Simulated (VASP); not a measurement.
Set up this calculation in VASP 6.6.1, as the native input.

```
Task                   : single point
Functional             : PBE
Dispersion             : D3(BJ)
Potentials or basis    : VASP PAW PBE potentials, release 64 (C, O, H)
Cutoff                 : 520 eV
k mesh                 : 1 × 1 × 1
Occupations            : fermi-dirac, width 0.05 eV
Spin                   : no spin polarisation
Dipole correction      : no
Further INCAR settings : LREAL = Auto; ALGO = Normal; EDIFF = 1e-06; NBANDS = 101
```

The structure of H12C11O16 lies in POSCAR:

```
H12C11O16
1.0
    9.1481650000      0.0000000000      0.0000000000
    0.0000000000      9.1481650000      0.0000000000
    0.0000000000      0.0000000000      9.1481650000
C O H
11 16 12
Direct
    0.6770756758      0.5045383418      0.6374611739
    0.8146989041      0.9765892941      0.1103172057
    0.4723242311      0.1084479784      0.9833556784
    0.6593344130      0.7445099646      0.3496220280
    0.0739492565      0.5643098917      0.3756491056
    0.1397657344      0.0573339025      0.2515805082
    0.4194939641      0.1461604595      0.3920349054
    0.9446156688      0.3733644944      1.0844032656
    0.2862322663      0.9815848315      0.7991985278
    0.5317241217      0.5116217296      0.0795022827
    0.0141995690      0.7040209703      0.9728836329
    0.7819273045      0.4853104420      0.7081201531
    0.5932337250      0.5303795898      0.5398131756
    0.8221430199      1.0065078625      0.2280457338
    0.7971106774      0.9276942425     -0.0000655869
    0.5208476235      0.0344877907      1.0743247416
    0.4609667622      0.1859498599      0.8848878436
    0.7877645408      0.7170618370      0.3625098585
    0.5454973757      0.7917872054      0.3345370356
    0.0211299206      0.4415093082      0.3767203587
    0.1148754969      0.6764198066      0.4246862622
    0.1125580923      0.1187123319      0.1339722228
    0.3364718498      0.1029168145      0.4934760140
    0.8796627520      0.4156899225      0.9817378676
    0.3534588631      0.8722186362      0.7613439417
    0.4810144985      0.4193955837      0.1538231984
    0.0778954031      0.7337865025      1.0887538648
    0.1255770966      0.1199475523      0.3534042073
    0.2058336289     -0.0432436450      0.2508590521
    0.5235366874      0.0808686769      0.3251799678
    0.3724134840      0.2426388243      0.3348103144
    1.0446247963      0.4185320225      1.1151307393
    0.8827890621      0.2522363775      1.1281825372
    0.2407149412      1.0069669710      0.9029351788
    0.2836853074      1.0728708982      0.7157282362
    0.5762029872      0.4857695505     -0.0356464930
    0.5520560681      0.6127021102      0.1305179782
   -0.1146131492      0.6717740662      0.9605642224
    0.0618594002      0.7101205542      0.8479733367
```

One way to write it, as run:

INCAR

```
SYSTEM = H12C11O16
PREC = Accurate
ENCUT = 520
EDIFF = 1E-6
ISMEAR = -1
SIGMA = 0.05
LREAL = Auto
LASPH = .True.
NELM = 80
ALGO = Normal
ISIF = 2
LWAVE = .False.
LCHARG = .True.
GGA = PE
IVDW = 12
LELF = .True.
LVHAR = .True.
NBANDS = 101
```

KPOINTS

```
Automatic mesh
0
Gamma
  1 1 1
  0 0 0
```

Potentials or basis: VASP PAW PBE potentials, release 64 (C, O, H).

The run is started by

```console
$ cat potpaw_PBE.64/C/POTCAR potpaw_PBE.64/O/POTCAR potpaw_PBE.64/H/POTCAR > POTCAR
$ mpirun -np 1 vasp_gam > vasp.out
```

Results of the run:

```json
{"Pressure": "1.2 GPa", "Largest force": "8.113 eV/Å", "Band gap on the k mesh": "2.47 eV", "Dispersion energy per atom": "-0.038 eV"}
```

Caveat: the k points lie up to 0.69 Å⁻¹ apart; the atoms stand as in a frame of molecular dynamics.

Run time: 110 s on 1 thread of AMD EPYC 7R13 Processor (Zen 3), with other jobs on the host, peak memory 0.65 GiB.
